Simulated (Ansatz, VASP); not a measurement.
## TiTe2: VASP beside Ansatz

Contents of INCAR:

```
  PREC = Accurate
  ENCUT = 520
  EDIFF = 1E-6
  ISMEAR = 0
  SIGMA = 0.05
  LREAL = F
  LASPH = T
  NELM = 60
  ALGO = Normal
  ISIF = 2
  LWAVE = F
  LCHARG = T
  GGA = PE
  LELF = T
  LVHAR = T
  NBANDS = 19
```

File KPOINTS:

```
Automatic mesh
0
Gamma
  10 10 10
```

The input POSCAR:

```
TiTe2
1.0
    0.0322629289      3.4467375195      3.4494741636
    3.4674292764      0.0273715076      3.4543655849
    3.4612130702      3.4454127346      0.0335877138
Ti Te
1 2
Direct
   -0.0199506767      0.0102948077      0.0143824671
    0.2463428667      0.2290082459      0.2608640325
    0.7736078099      0.7606969464      0.7247535004
```

Input for Ansatz:

```yaml
crystal:
  lattice:
    - [0.0322629289, 3.4467375195, 3.4494741636]
    - [3.4674292764, 0.0273715076, 3.4543655849]
    - [3.4612130702, 3.4454127346, 0.0335877138]
  atoms:
    - { symbol: Ti, position: [-0.0199506767, 0.0102948077, 0.0143824671] }
    - { symbol: Te, position: [0.2463428667, 0.2290082459, 0.2608640325] }
    - { symbol: Te, position: [0.7736078099, 0.7606969464, 0.7247535004] }
basis:
  ecutwfc: 420
  ecutrho_ratio: 4
kpoints:
  mp_grid: { grid: [10, 10, 10] }
hamiltonian:
  xc: pbe
scf:
  occupations: { method: gaussian, width: 0.05 }
output:
  forces: true
  stress: true
  eigenvalues: true
```

Change from the starting cell: all atoms moved at random (sigma 0.1 Å), cell strained at random (1 %).

Alike in both runs: task single point; functional PBE; k mesh 10 × 10 × 10; occupations gaussian, width 0.05 eV; no spin polarisation.

|  | VASP | Ansatz |
| --- | --- | --- |
| version | VASP 6.6.1 | Ansatz 0.2.0 |
| potentials or method | VASP PAW PBE potentials, release 64 (Ti_sv, Te), cutoff 520 eV | scalar-relativistic, plane waves, PAW |
| valence electrons in the cell | 24 | 44 |

```csv
,VASP,Ansatz,Ansatz less VASP
gap on the k mesh at the Fermi level (eV),none,none,-
pressure (GPa),0.7,0.7,+0.02
"traceless stress, the component that is largest in VASP (GPa)",1.41,1.39,-0.011
rms of the force components (eV/Å),0.326,0.325,-0.0007
```

Atom by atom the forces differ by 0.001 eV/Å (rms over components). A gap of «none» marks a metal or a gap that the smearing closes. The functional is the same, so the differences come from potentials, cutoffs and numerics. VASP's potentials hold 24 valence electrons a cell and Ansatz's 44, so a difference there can come from the potentials and not from the codes.

Neither program's run includes spin-orbit coupling.
